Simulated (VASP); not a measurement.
Write the native input for VASP 6.6.1 that does the following.

```yaml
Task: relaxation of cell and atoms
Functional: PBE
Potentials_or_basis: VASP PAW PBE potentials, release 64 (Al, Ni)
Cutoff: 600 eV
k_mesh: 24 × 24 × 14
Occupations: gaussian, width 0.1 eV
Spin: no spin polarisation
Dipole_correction: no
Further_INCAR_settings: ALGO = Fast; EDIFF = 1e-07; IBRION = 2; EDIFFG = -0.01; NSW = 100; ISIF = 3
```

The structure of AlNi lies in POSCAR:

```
AlNi
1.0
    2.7570963090      0.0000000000      0.0000000000
   -1.3785481545      2.3877154443      0.0000000000
    0.0000000000      0.0000000000      3.8218409154
Al Ni
1 1
Direct
    0.0000000000      0.0000000000      0.0000000000
    0.6666666667      0.3333333333      0.5000000000
```

The cell was built from a structure type or drawn by symmetry, and may not be a known phase.

The input as run:

INCAR

```
SYSTEM = AlNi
PREC     = Accurate       ! precision mode
ENCUT    = 600            ! plane-wave cutoff, eV
EDIFF    = 1E-7           ! SCF threshold, eV
ISMEAR   = 0              ! smearing method
SIGMA    = 0.1            ! smearing width, eV
LREAL    = .FALSE.        ! projectors in reciprocal space
LASPH    = .TRUE.         ! aspherical terms in the spheres
NELM     = 80             ! most SCF steps
ALGO     = Fast           ! electronic algorithm
ISIF     = 3              ! what is computed and relaxed
LWAVE    = .FALSE.        ! write WAVECAR
LCHARG   = .FALSE.        ! write CHGCAR
GGA      = PE             ! functional
IBRION   = 2              ! ionic algorithm
NSW      = 100            ! ionic steps
EDIFFG   = -0.01          ! ionic threshold
```

KPOINTS

```
regular mesh
0
G
  24 24 14
  0 0 0
```

Potentials or basis: VASP PAW PBE potentials, release 64 (Al, Ni).

Command:

```bash
$ cat potpaw_PBE.64/Al/POTCAR potpaw_PBE.64/Ni/POTCAR > POTCAR
$ mpirun -np 1 vasp_std > vasp.out
```

It gave:

| Property | Result |
| --- | --- |
| Relaxed volume | 12.59 Å³/atom |
| Relaxed cell | a = 2.760 Å, b = 2.760 Å, c = 3.816 Å, α = 90.00°, β = 90.00°, γ = 120.00° |
| Space group after relaxing (to 0.1 Å) | P-6m2 (No. 187) |
| Energy gained by relaxing | 0.0 meV/atom |
| Ionic steps | 7 |
| Pressure after relaxing | 0.0 GPa |
| Band gap on the k mesh | zero (an odd number of electrons rules out a gap without spin polarisation) |

Run time: 4.7 min on 1 thread of Intel(R) Xeon(R) 6975P-C (Granite Rapids), with other jobs on the host, peak memory 0.31 GiB.
